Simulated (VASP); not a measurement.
Crystal: PtSe2.

```
Pt Se
1.0
     3.71731    0.00000    0.00000
    -1.85865    3.21928    0.00000
     0.00000    0.00000    5.82007
Pt Se
1 2
Direct
  0.00000 0.00000 0.00000
  0.66667 0.33333 0.77461
  0.33333 0.66667 0.22539
```

| Quantity | Value |
| --- | --- |
| Program | VASP 6.6.1 |
| Task | relaxation of cell and atoms |
| Functional | PBEsol |
| Potentials or basis | VASP PAW PBE potentials, release 64 (Pt, Se) |
| Cutoff | 600 eV |
| k mesh | 6 × 6 × 4 |
| Occupations | fermi-dirac, width 0.03 eV |
| Spin | no spin polarisation |

At the start: pressure -1.8 GPa; volume 23.22 Å³/atom.

Question: Where does the relaxation end?

Answer: Over 30 steps the energy falls by 26.6 meV/atom and the volume is 19.86 Å³/atom (-14.4 %); space group P-3m1 (No. 164, to 0.05 Å).

The path:
```
step  energy change (eV)  largest force (eV/Å)  pressure (GPa)  volume (Å³)
   1              0.0000                0.2129           -1.75        69.65
   2              0.0087                0.4231            3.05        67.12
   3             -0.0069                0.0323            0.06        68.62
   4             -0.0092                0.0617           -0.02        68.52
   5             -0.0123                0.1509           -0.24        68.20
   6             -0.0146                0.1558           -0.20        67.84
   7             -0.0218                0.1746           -0.10        66.78
   8             -0.0366                0.2355            0.27        64.66
   9             -0.0621                0.4150            1.95        60.37
  10              0.2709                0.0006           12.88        51.68
  11             -0.0344                0.7271            3.98        59.80
  12              0.0001                0.6806            6.89        56.13
  13             -0.0292                0.8001            4.74        58.91
  14             -0.0208                0.7836            5.75        57.46
  15             -0.0266                0.8078            5.19        58.24
  16             -0.0267                0.8052            5.19        58.22
  17             -0.0273                0.7972            5.18        58.17
  18             -0.0282                0.7806            5.16        58.05
  19             -0.0296                0.7453            5.15        57.83
  20             -0.0304                0.6675            5.18        57.39
  21             -0.0318                0.6586            5.06        57.43
  22             -0.0361                0.6312            4.71        57.56
  23             -0.0437                0.5755            4.08        57.83
  24             -0.0560                0.4671            2.79        58.37
  25             -0.0689                0.2582            0.41        59.46
  26             -0.0698                0.1866           -0.38        59.84
  27             -0.0707                0.1785           -0.36        59.83
  28             -0.0732                0.1532           -0.31        59.80
  29             -0.0769                0.1024           -0.19        59.73
  30             -0.0799                0.0004            0.00        59.59
```

Final structure:
```
Pt Se
1.0
     3.75678    0.00000    0.00000
    -1.87839    3.25347    0.00000
     0.00000    0.00000    4.87568
Pt Se
1 2
Direct
  0.00000 0.00000 0.00000
  0.66667 0.33333 0.73877
  0.33333 0.66667 0.26123
```

Caveat: the PAW data sets were made with another functional, which shifts forces and pressure a little; this functional lacks dispersion, which binds the layers, so the pressure and a relaxed spacing across them are unreliable.
